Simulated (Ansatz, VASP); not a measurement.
**Hf: VASP beside Ansatz**

Contents of INCAR:

```
SYSTEM = Hf
ALGO     = Normal         ! electronic algorithm
EDIFF    = 1E-6           ! SCF threshold, eV
ENCUT    = 520            ! plane-wave cutoff, eV
GGA      = PE             ! functional
ISIF     = 2              ! what is computed and relaxed
ISMEAR   = -1             ! smearing method
LASPH    = .TRUE.         ! aspherical terms in the spheres
LCHARG   = .TRUE.         ! write CHGCAR
LELF     = .TRUE.         ! ELF
LREAL    = .FALSE.        ! projectors in reciprocal space
LVHAR    = .TRUE.       
LWAVE    = .FALSE.        ! write WAVECAR
NBANDS   = 11             ! bands
NELM     = 60             ! most SCF steps
PREC     = Accurate       ! precision mode
SIGMA    = 0.08           ! smearing width, eV
```

The input KPOINTS:

```
k-points
0
G
  16 16 16
  0 0 0
```

File POSCAR:

```
Hf
1.0
   -1.8199180319      1.8199180319      1.8199180319
    1.8199180319     -1.8199180319      1.8199180319
    1.8199180319      1.8199180319     -1.8199180319
Hf
1
Direct
    0.0000000000      0.0000000000      0.0000000000
```

Input for Ansatz:

```yaml
crystal:
  lattice:
    - [-1.8199180319, 1.8199180319, 1.8199180319]
    - [1.8199180319, -1.8199180319, 1.8199180319]
    - [1.8199180319, 1.8199180319, -1.8199180319]
  atoms:
    - { symbol: Hf, position: [0.0, 0.0, 0.0] }
kpoints:
  mp_grid: { grid: [16, 16, 16] }
scf:
  occupations: { method: fermi_dirac, width: 0.08 }
hamiltonian:
  xc: pbe
  pseudopotentials: { kind: all_electron, lapw: { basis_error: 0.001 } }
output:
  forces: true
  stress: true
  eigenvalues: true
```

Change from the starting cell: volume scaled by 1.025.

Alike in both runs: task single point; functional PBE; k mesh 16 × 16 × 16; occupations fermi-dirac, width 0.08 eV; no spin polarisation.

```csv
,VASP,Ansatz
version,VASP 6.6.1,Ansatz 0.2.0
potentials or method,"VASP PAW PBE potentials, release 64 (Hf_pv), cutoff 520 eV","all-electron LAPW, scalar-relativistic"
```

VASP gave:

```
pressure (GPa) : -7.1
```

**Question.** Which values does Ansatz return?

**Answer.** Pressure (GPa): -6.7.

Ansatz ran all-electron here, and VASP with PAW potentials.

Neither program's run includes spin-orbit coupling.
